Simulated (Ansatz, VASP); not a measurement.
Two plane-wave programs on CoSi2

Contents of INCAR:

```
PREC     = Accurate       # precision mode
ENCUT    = 520            # plane-wave cutoff, eV
EDIFF    = 1E-6           # SCF threshold, eV
ISMEAR   = 0              # smearing method
SIGMA    = 0.05           # smearing width, eV
LREAL    = F              # projectors in reciprocal space
LASPH    = T              # aspherical terms in the spheres
NELM     = 150            # most SCF steps
ALGO     = Normal         # electronic algorithm
ISIF     = 2              # what is computed and relaxed
LWAVE    = F              # write WAVECAR
LCHARG   = T              # write CHGCAR
ISPIN    = 2              # spin polarisation
MAGMOM   = 0.05 0 0       # initial moments
LORBIT   = 11             # projections on sites
LMAXMIX  = 4              # l up to which the mixer works
GGA      = PS             # functional
IVDW     = 12             # dispersion correction
LELF     = T              # ELF
LVHAR    = T            
NBANDS   = 20             # bands
```

KPOINTS

```
Automatic mesh
0
Gamma
  8 8 8
```

POSCAR

```
CoSi2
1.0
    0.0000000000      2.6152406900      2.6152406900
    2.6152406900      0.0000000000      2.6152406900
    2.6152406900      2.6152406900      0.0000000000
Co Si
1 2
Direct
    0.0000000000      0.0000000000      0.0000000000
    0.2500000000      0.2500000000      0.2500000000
    0.7500000000      0.7500000000      0.7500000000
```

Input for Ansatz:

```yaml
crystal:
  lattice:
    - [0.0, 2.61524069, 2.61524069]
    - [2.61524069, 0.0, 2.61524069]
    - [2.61524069, 2.61524069, 0.0]
  atoms:
    - { symbol: Co, position: [0.0, 0.0, 0.0], spin: 0.05 }
    - { symbol: Si, position: [0.25, 0.25, 0.25] }
    - { symbol: Si, position: [0.75, 0.75, 0.75] }
basis:
  ecutwfc: 420
  ecutrho_ratio: 4
kpoints:
  mp_grid: { grid: [8, 8, 8] }
hamiltonian:
  xc: pbesol
  dispersion: d3bj
scf:
  occupations: { method: gaussian, width: 0.05 }
output:
  forces: true
  stress: true
  eigenvalues: true
  populations: true
magnetization:
  spin_polarized: true
```

Alike in both runs: task single point; functional PBEsol; dispersion D3(BJ); k mesh 8 × 8 × 8; occupations gaussian, width 0.05 eV; collinear spin.

|  | VASP | Ansatz |
| --- | --- | --- |
| version | VASP 6.6.1 | Ansatz 0.2.0 |
| potentials or method | VASP PAW PBE potentials, release 64 (Co, Si), cutoff 520 eV | scalar-relativistic, plane waves, PAW |
| valence electrons in the cell | 17 | 25 |

Ansatz gave:

```
gap on the k mesh at the Fermi level (eV) : none
pressure (GPa)                            : 4.4
net moment per atom (μB)                  : 0.00
```

Q: What did VASP give for the same quantities?

A: gap on the k mesh at the Fermi level (eV): none; pressure (GPa): 4.5; net moment per atom (μB): 0.00.

VASP's potentials were made for PBE, not for PBEsol. A gap of «none» marks a metal or a gap that the smearing closes. VASP's potentials hold 17 valence electrons a cell and Ansatz's 25, so a difference there can come from the potentials and not from the codes. Ansatz's warnings: seeded moment not kept.
